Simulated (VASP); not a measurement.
## S: single point with r2SCAN

The system is S.

```xyz
2
Lattice="0.0000 2.9343 2.9343 2.9343 0.0000 2.9343 2.9343 2.9343 0.0000" Properties=species:S:1:pos:R:3 pbc="T T T"
S     0.0000    0.0000    0.0000
S     1.4672    1.4672    1.4672
```

This isn't the form of S at room conditions, which is orthorhombic, of S8 rings.

* Program: VASP 6.6.1
* Task: single point
* Functional: r2SCAN
* Potentials or basis: VASP PAW PBE potentials, release 64 (S)
* Cutoff: 520 eV
* k mesh: 10 × 10 × 10
* Occupations: fermi-dirac, width 0.1 eV
* Spin: no spin polarisation
* Dipole correction: no
* Further INCAR settings: ALGO = Normal; EDIFF = 1e-06; NBANDS = 13

- Pressure: -2.6 GPa
- Band gap on the k mesh: zero (bands 6 and 7 overlap by 1.17 eV)

Levels at points of the mesh, in eV from the Fermi level:
```
           k point  band 3  band 4  band 5  band 6  band 7  band 8  band 9  band 10
(0.00, 0.00, 0.00)   -3.90   -3.90   -3.90   -0.90   -0.90   -0.90    5.88     8.42
(0.50, 0.00, 0.00)   -4.66   -4.66   -4.30    0.27    0.27    1.92    7.81     8.58
(0.50, 0.50, 0.00)   -5.51   -5.51   -1.97   -1.97    2.27    2.27    7.11     7.11
```

Wall time 65 s on 1 thread of Intel(R) Xeon(R) 6975P-C (Granite Rapids) (shared host), peak memory 0.17 GiB.

Caveat: the PAW data sets were made with another functional, which shifts forces and pressure a little.
